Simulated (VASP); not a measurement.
# Si (a cell with a defect) in VASP: further runs, part 2 of 2

VASP 6.6.1. Earlier steps stand in the parts before.

## Step 3: Single point, r2SCAN

POSCAR reads:

```
Si
1.0
    0.0000000000      5.4437023800     -5.4437023800
    5.4437023800      5.4437023800      0.0000000000
    5.4437023800      0.0000000000     -5.4437023800
Si
15
Direct
    0.2062464884      0.0979178256      0.0979178256
    0.1274284396      0.6274284047      0.1177148300
    0.5979177906      0.0979178256      0.0979178256
    0.5979177906      0.7062464535      0.0979178256
    0.1274284396      0.1177148300      0.6274284047
    0.1274284396      0.6274284047      0.6274284047
    0.5979177906      0.0979178256      0.7062464535
    0.6177147951      0.6274284047      0.6274284047
    0.2415626183      0.7415625834      0.2584373468
    0.2415625264      0.2584374387      0.2584374387
    0.7584374956      0.7415625834      0.2584373468
    0.2499998907      0.7500000395      0.7500000395
    0.2415626183      0.2584373468      0.7415625834
    0.7584374956      0.7415625834      0.7415625834
    0.7584374956      0.2584373468      0.7415625834
```

INCAR.step1 reads:

```
  PREC = Accurate
  ENCUT = 520
  ISMEAR = 0
  SIGMA = 0.02
  LREAL = Auto
  LASPH = T
  NELM = 100
  NBANDS = 43
  NELECT = 58.0
  GGA = PE
  ALGO = Normal
  EDIFF = 1E-4
  LWAVE = T
  LCHARG = F
```

INCAR.step2 reads:

```
  PREC = Accurate
  ENCUT = 520
  EDIFF = 1E-6
  ISMEAR = 0
  SIGMA = 0.02
  LREAL = Auto
  LASPH = T
  NELM = 100
  ALGO = Normal
  ISIF = 2
  LWAVE = F
  LCHARG = F
  METAGGA = R2SCAN
  LMIXTAU = T
  NBANDS = 43
  NELECT = 58.0
  ISTART = 1
```

KPOINTS reads:

```
Automatic mesh
0
Gamma
  2 2 2
```

Potentials or basis: VASP PAW PBE potentials, release 64 (Si).

Started as:

```console
> cat potpaw_PBE.64/Si/POTCAR > POTCAR
> cp INCAR.step1 INCAR
> mpirun -np 1 vasp_std > vasp.out
> cp INCAR.step2 INCAR
> mpirun -np 1 vasp_std > vasp.out
```

OUTCAR:

```text
PREC = Accurate
   ENCUT = 520
   EDIFF = 1E-6
   ISMEAR = 0
   LREAL = Auto
   LASPH = T
   NELM = 100
   ISIF = 2
   METAGGA = R2SCAN
   NELECT = 58.0
   ISTART = 1

 ion  position               nearest neighbor table
   1  0.206  0.098  0.098-   9 2.31  13 2.31  10 2.31   3 3.02   4 3.02   7 3.02
[... 356 lines left out ...]
 -----------------------------------------------------------------------------
  energy-cutoff  :      520.00
  volume of cell :      322.64
      direct lattice vectors                 reciprocal lattice vectors
     0.000000000  5.443702380 -5.443702380    -0.091849254  0.091849254 -0.091849254
     5.443702380  5.443702380  0.000000000     0.091849254  0.091849254  0.091849254
     5.443702380  0.000000000 -5.443702380     0.091849254 -0.091849254 -0.091849254

 POSITION                                       TOTAL-FORCE (eV/Angst)
 -----------------------------------------------------------------------------------
      1.06607      1.65578     -1.65578        -0.004912      0.004912     -0.004912
      4.05634      4.10922     -1.33449         0.011561     -0.011561     -0.011561
      1.06607      3.78792     -3.78792        -0.004912     -0.004912      0.004912
      4.37763      7.09948     -3.78792         0.004912      0.004912      0.004912
      4.05634      1.33449     -4.10922         0.011561      0.011561      0.011561
      6.83107      4.10922     -4.10922        -0.011561     -0.011561      0.011561
      4.37763      3.78792     -7.09948         0.004912     -0.004912     -0.004912
      6.83107      6.77819     -6.77819        -0.011561      0.011561     -0.011561
      5.44370      5.35184     -2.72185        -0.000000      0.006609      0.000000
      2.81371      2.72185     -2.72185        -0.006609     -0.000000      0.000000
      5.44370      8.16555     -5.53556        -0.000000     -0.000000      0.006609
      8.16555      5.44370     -5.44370        -0.000000     -0.000000      0.000000
      5.44370      2.72185     -5.35184        -0.000000     -0.000000     -0.006609
      8.07369      8.16555     -8.16555         0.006609     -0.000000      0.000000
      5.44370      5.53556     -8.16555        -0.000000     -0.006609      0.000000
 -----------------------------------------------------------------------------------
    total drift:                                0.000364      0.000234     -0.000176

  FREE ENERGIE OF THE ION-ELECTRON SYSTEM (eV)
  ---------------------------------------------------
  free  energy   TOTEN  =      -137.9674166804 eV

  energy  without entropy=     -137.9674166804  energy(sigma->0) =     -137.96741668
```

OUTCAR.step1:

```text
PREC = Accurate
   ENCUT = 520
   ISMEAR = 0
   LREAL = Auto
   LASPH = T
[... 384 lines left out ...]
      8.16555      5.44370     -5.44370        -0.000000     -0.000000      0.000000
      5.44370      2.72185     -5.35184        -0.000000     -0.000000      0.040948
      8.07369      8.16555     -8.16555        -0.040948     -0.000000     -0.000000
      5.44370      5.53556     -8.16555        -0.000000      0.040948     -0.000000
 -----------------------------------------------------------------------------------
    total drift:                                0.000397      0.000251     -0.000195

  FREE ENERGIE OF THE ION-ELECTRON SYSTEM (eV)
  ---------------------------------------------------
  free  energy   TOTEN  =       -87.9520522363 eV

  energy  without entropy=      -87.9520522363  energy(sigma->0) =      -87.95205224
```

OSZICAR.step1:

```text
N       E                     dE             d eps       ncg     rms          rms(c)
DAV:   1     0.138586567186E+03    0.13859E+03   -0.22153E+04   258   0.110E+03
DAV:   2    -0.754727728689E+02   -0.21406E+03   -0.20258E+03   310   0.167E+02
DAV:   3    -0.887481635985E+02   -0.13275E+02   -0.12996E+02   329   0.379E+01
DAV:   4    -0.890991288578E+02   -0.35097E+00   -0.34951E+00   332   0.746E+00
DAV:   5    -0.891108572874E+02   -0.11728E-01   -0.11724E-01   348   0.130E+00    0.138E+01
DAV:   6    -0.884915995618E+02    0.61926E+00   -0.56755E-01   324   0.227E+00    0.829E+00
DAV:   7    -0.879357098485E+02    0.55589E+00   -0.16501E+00   308   0.380E+00    0.705E-01
DAV:   8    -0.879466932300E+02   -0.10983E-01   -0.13965E-01   289   0.130E+00    0.420E-01
DAV:   9    -0.879502484800E+02   -0.35553E-02   -0.79732E-03   324   0.327E-01    0.224E-01
DAV:  10    -0.879512296340E+02   -0.98115E-03   -0.10869E-03   289   0.112E-01    0.111E-01
DAV:  11    -0.879520492867E+02   -0.81965E-03   -0.93969E-04   276   0.119E-01    0.285E-02
DAV:  12    -0.879520522363E+02   -0.29497E-05   -0.46253E-05   217   0.250E-02
   1 F= -.87952052E+02 E0= -.87952052E+02  d E =-.412325E-23
```

Wall time 3.2 min (1 thread of Intel Xeon 6975P-C (Granite Rapids), shared host); peak memory 0.5 GiB.

What came out:

| Property | Result |
| --- | --- |
| Free energy | -137.9674 eV |
| Largest force | 0.020 eV/Å |

Forces on the atoms (eV/Å):
```
Si  -0.005  0.005 -0.005
Si   0.012 -0.012 -0.012
Si  -0.005 -0.005  0.005
Si   0.005  0.005  0.005
Si   0.012  0.012  0.012
Si  -0.012 -0.012  0.012
Si   0.005 -0.005 -0.005
Si  -0.012  0.012 -0.012
Si   0.000  0.007  0.000
Si  -0.007  0.000  0.000
Si   0.000  0.000  0.007
Si   0.000  0.000  0.000
Si   0.000  0.000 -0.007
Si   0.007  0.000  0.000
Si   0.000 -0.007  0.000
```

Levels at points of the mesh, in eV from the Fermi level:
```tsv
k point	band 27	band 28	band 29	band 30	band 31	band 32
(0.00, 0.00, 0.00)	-0.10	-0.10	-0.10	1.60	1.79	1.79
(0.50, 0.00, 0.00)	-0.90	-0.14	-0.14	1.56	2.28	2.51
(0.50, 0.50, 0.00)	-1.03	-0.66	-0.12	1.62	2.40	2.65
```

Caveat: the k points lie up to 0.50 Å⁻¹ apart; the cell carries a net charge on a neutralising background, which shifts energy and pressure; the cell is charged against a uniform background, so pressure and absolute levels hang on convention; the PAW data sets were made with another functional, which shifts forces and pressure a little.

## Step 4: Single point, r2SCAN

POSCAR reads:

```
Si
1.0
    0.0000000000      5.4437023800     -5.4437023800
    5.4437023800      5.4437023800      0.0000000000
    5.4437023800      0.0000000000     -5.4437023800
Si
15
Direct
   -0.3312457908      0.2770819186      0.2770819186
    0.1165605604      0.6334394791      0.1165605604
    0.6334394791      0.1165605604      0.1165605604
    0.6334393873      0.6334393873      0.1165606522
    0.1165605604      0.1165605604      0.6334394791
    0.1165606522      0.6334393873      0.6334393873
    0.6334393873      0.1165606522      0.6334393873
    0.6250000023      0.6250000023      0.6250000023
    0.2770819186      0.6687541393      0.2770819186
    0.2770819186      0.2770819186      0.2770819186
    0.7475709941      0.7475709941      0.2572870268
    0.2572870268      0.7475709941      0.7475709941
    0.2770819186      0.2770819186      0.6687541393
    0.7475709941      0.7475709941      0.7475709941
    0.7475709941      0.2572870268      0.7475709941
```

INCAR.step1 reads:

```
SYSTEM = Si
PREC = Accurate
ENCUT = 520
ISMEAR = 0
SIGMA = 0.02
LREAL = Auto
LASPH = .TRUE.
NELM = 80
NBANDS = 43
NELECT = 58.0
GGA = PE
ALGO = Normal
EDIFF = 1E-4
LWAVE = .TRUE.
LCHARG = .FALSE.
```

INCAR.step2 reads:

```
SYSTEM = Si
PREC = Accurate
ENCUT = 520
EDIFF = 1E-7
ISMEAR = 0
SIGMA = 0.02
LREAL = Auto
LASPH = .TRUE.
NELM = 80
ALGO = Normal
ISIF = 2
LWAVE = .FALSE.
LCHARG = .FALSE.
METAGGA = R2SCAN
LMIXTAU = .TRUE.
NBANDS = 43
NELECT = 58.0
ISTART = 1
```

KPOINTS reads:

```
Automatic mesh
0
G
  2 2 2
  0 0 0
```

Started as:

```console
> cat potpaw_PBE.64/Si/POTCAR > POTCAR
> cp INCAR.step1 INCAR
> mpirun -np 1 vasp_std > vasp.out
> cp INCAR.step2 INCAR
> mpirun -np 1 vasp_std > vasp.out
```

It took 3.2 min on 1 thread of Intel Xeon 6975P-C (Granite Rapids), shared host; peak memory 0.5 GiB.

Results (log left out):

```yaml
Free_energy: -137.9671 eV
Largest_force: 0.020 eV/Å
```

Forces in eV/Å, atoms in the order of the input:
```
Si   0.004 -0.004  0.004
Si   0.000  0.000 -0.007
Si   0.007  0.000  0.000
Si   0.000 -0.007  0.000
Si   0.000  0.007  0.000
Si  -0.007  0.000  0.000
Si   0.000  0.000  0.007
Si   0.000  0.000  0.000
Si  -0.004 -0.004 -0.004
Si   0.004  0.004 -0.004
Si  -0.012  0.012  0.012
Si   0.012 -0.012  0.012
Si  -0.004  0.004  0.004
Si   0.012  0.012 -0.012
Si  -0.012 -0.012 -0.012
```

Levels at points of the mesh, in eV from the Fermi level:
| k point | band 25 | band 26 | band 27 | band 28 | band 29 | band 30 | band 31 | band 32 | band 33 | band 34 |
| --- | --- | --- | --- | --- | --- | --- | --- | --- | --- | --- |
| (0.00, 0.00, 0.00) | -0.11 | -0.11 | -0.10 | -0.10 | -0.10 | 1.60 | 1.79 | 1.79 | 1.79 | 2.47 |
| (0.50, 0.00, 0.00) | -1.08 | -1.07 | -0.90 | -0.14 | -0.14 | 1.56 | 2.28 | 2.51 | 2.51 | 2.53 |
| (0.50, 0.50, 0.00) | -1.23 | -1.03 | -1.03 | -0.66 | -0.12 | 1.62 | 2.40 | 2.65 | 2.80 | 2.80 |

Caveat: the k points lie up to 0.50 Å⁻¹ apart; the cell carries a net charge on a neutralising background, which shifts energy and pressure; the cell is charged against a uniform background, so pressure and absolute levels hang on convention; the PAW data sets were made with another functional, which shifts forces and pressure a little.
